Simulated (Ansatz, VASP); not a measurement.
This is a calculation of Ta for VASP 6.6.1.

File INCAR:

```
SYSTEM = Ta
ALGO     = Fast           ! electronic algorithm
EDIFF    = 1E-7           ! SCF threshold, eV
ENCUT    = 520            ! plane-wave cutoff, eV
GGA      = PE             ! functional
ISIF     = 2              ! what is computed and relaxed
ISMEAR   = 0              ! smearing method
LASPH    = .TRUE.         ! aspherical terms in the spheres
LCHARG   = .FALSE.        ! write CHGCAR
LREAL    = .FALSE.        ! projectors in reciprocal space
LWAVE    = .FALSE.        ! write WAVECAR
NBANDS   = 12             ! bands
NELM     = 100            ! most SCF steps
PREC     = Accurate       ! precision mode
SIGMA    = 0.014          ! smearing width, eV
```

File KPOINTS:

```
k-points
0
G
  11 11 11
  0 0 0
```

File POSCAR:

```
Ta
1.0
   -1.6512800000      1.6512800000      1.6512800000
    1.6512800000     -1.6512800000      1.6512800000
    1.6512800000      1.6512800000     -1.6512800000
Ta
1
Direct
    0.0000000000      0.0000000000      0.0000000000
```

Potentials or basis: VASP PAW PBE potentials, release 64 (Ta_pv).

Command:

```sh
$ cat potpaw_PBE.64/Ta_pv/POTCAR > POTCAR
$ mpirun -np 1 vasp_std > vasp.out
```

Problem. Set up the same calculation for Ansatz 0.2.0. Potentials there: all-electron LAPW, scalar-relativistic.

Solution. As run (the cutoff follows the program's own potentials):

input.yaml

```yaml
crystal:
  lattice:
    - [-1.65128, 1.65128, 1.65128]
    - [1.65128, -1.65128, 1.65128]
    - [1.65128, 1.65128, -1.65128]
  atoms:
    - { symbol: Ta, position: [0.0, 0.0, 0.0] }
kpoints:
  mp_grid: { grid: [11, 11, 11] }
scf:
  occupations: { method: gaussian, width: 0.014 }
hamiltonian:
  xc: pbe
  pseudopotentials: { kind: all_electron, lapw: { basis_error: 0.001 } }
output:
  forces: true
  stress: true
  eigenvalues: true
```

Potentials or basis: all-electron LAPW, scalar-relativistic.

Launch:

```bash
$ ansatz run input.yaml --threads 1 --pin off --max-ram 3072MiB --backend cpu --events-out ev --progress --plain --runs-dir out
```

Both were run:

|  | VASP | Ansatz | Ansatz less VASP |
| --- | --- | --- | --- |
| gap on the k mesh at the Fermi level (eV) | none | none | - |
| pressure (GPa) | 2.3 | 2.1 | -0.19 |

A gap of «none» marks a metal or a gap that the smearing closes. Ansatz ran all-electron here, and VASP with PAW potentials.

Neither program's run includes spin-orbit coupling.
